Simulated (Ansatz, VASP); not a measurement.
# Na: VASP beside Ansatz

```
CELL_PARAMETERS angstrom
3.19665 -1.85655 0.00000
3.19665 1.85655 0.00000
-2.17445 0.00000 9.36485
ATOMIC_POSITIONS crystal
Na 0.00000 0.00000 0.00000
Na 0.22242 0.22242 0.66668
Na 0.77758 0.77758 0.33332
```

Alike in both runs: task single point; functional PBE; k mesh 4 × 4 × 2; occupations gaussian, width 0.14 eV; no spin polarisation.

|  | VASP | Ansatz |
| --- | --- | --- |
| version | VASP 6.6.1 | Ansatz 0.2.0 |
| potentials or method | VASP PAW PBE potentials, release 64 (Na_pv), cutoff 500 eV | scalar-relativistic, plane waves, PAW |
| valence electrons in the cell | 21 | 27 |

```tsv
	VASP	Ansatz	Ansatz less VASP
gap on the k mesh at the Fermi level (eV)	none	none	-
pressure (GPa)	0.1	0.1	+0.01
traceless stress, the component that is largest in VASP (GPa)	0.58	0.58	0.000
```

A gap of «none» marks a metal or a gap that the smearing closes. The functional is the same, so the differences come from potentials, cutoffs and numerics. VASP's potentials hold 21 valence electrons a cell and Ansatz's 27, so a difference there can come from the potentials and not from the codes.

The k mesh is coarse, so the values compare programs but aren't converged.
